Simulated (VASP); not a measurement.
Ni: single point with PBE

The system is Ni.

```
CELL_PARAMETERS angstrom
0.00000 1.80302 1.67109
1.80302 0.00000 1.67109
1.80302 1.80302 0.00000
ATOMIC_POSITIONS crystal
Ni 0.00000 0.00000 0.00000
```

This cell differs from its parent crystal: strain +e along x and -e along y +0.0000, strain +e along z and -e/2 along x and y -0.0500.

- Program: VASP 6.6.1
- Task: single point
- Functional: PBE
- Potentials or basis: VASP PAW PBE potentials, release 64 (Ni)
- Cutoff: 520 eV
- k mesh: 22 × 22 × 22
- Occupations: gaussian, width 0.15 eV
- Spin: collinear spin, ferromagnetic start
- Starting moments: [0.75] μB

| Quantity | Value |
| --- | --- |
| Pressure | 0.8 GPa |
| Net moment | 0.62 μB per cell |
| Site moments | Ni +0.64 μB |
| Valence electrons inside the program's atomic spheres | Ni 9.31 |

Stress tensor (GPa, compression positive):
```
-1.45  0.00  0.00
 0.00 -1.45  0.00
 0.00  0.00  5.39
```

Levels at points of the mesh, in eV from the Fermi level:
Spin up:
```csv
k point,band 1,band 2,band 3,band 4,band 5,band 6,band 7,band 8,band 9,band 10
"(0.00, 0.00, 0.00)",-9.01,-2.55,-2.55,-2.11,-1.50,-1.02,23.86,27.37,27.37,28.24
"(0.50, 0.00, 0.00)",-4.82,-2.65,-2.14,-0.68,-0.49,-0.26,5.72,21.71,23.47,26.56
"(0.50, 0.50, 0.00)",-4.58,-4.23,-0.55,-0.44,-0.44,3.73,10.65,13.62,13.62,18.72
"(0.50, 0.00, 0.50)",-4.67,-4.13,-0.60,-0.54,-0.34,1.89,8.57,15.51,15.60,20.35
```
Spin down:
| k point | band 3 | band 4 | band 5 | band 6 | band 7 | band 8 |
| --- | --- | --- | --- | --- | --- | --- |
| (0.00, 0.00, 0.00) | -1.79 | -1.38 | -0.90 | -0.45 | 23.71 | 27.33 |
| (0.50, 0.00, 0.00) | -1.53 | -0.32 | 0.06 | 0.28 | 6.14 | 21.59 |
| (0.50, 0.50, 0.00) | 0.08 | 0.43 | 0.43 | 3.70 | 10.86 | 13.63 |
| (0.50, 0.00, 0.50) | 0.06 | 0.22 | 0.54 | 1.85 | 8.83 | 15.50 |

It took 2.6 min on 1 thread of Intel(R) Xeon(R) Platinum 8559C (Emerald Rapids) (shared host), peak memory 0.29 GiB.

Caveat: the cell differs from its parent crystal (strain +e along x and -e along y +0.0000, strain +e along z and -e/2 along x and y -0.0500).
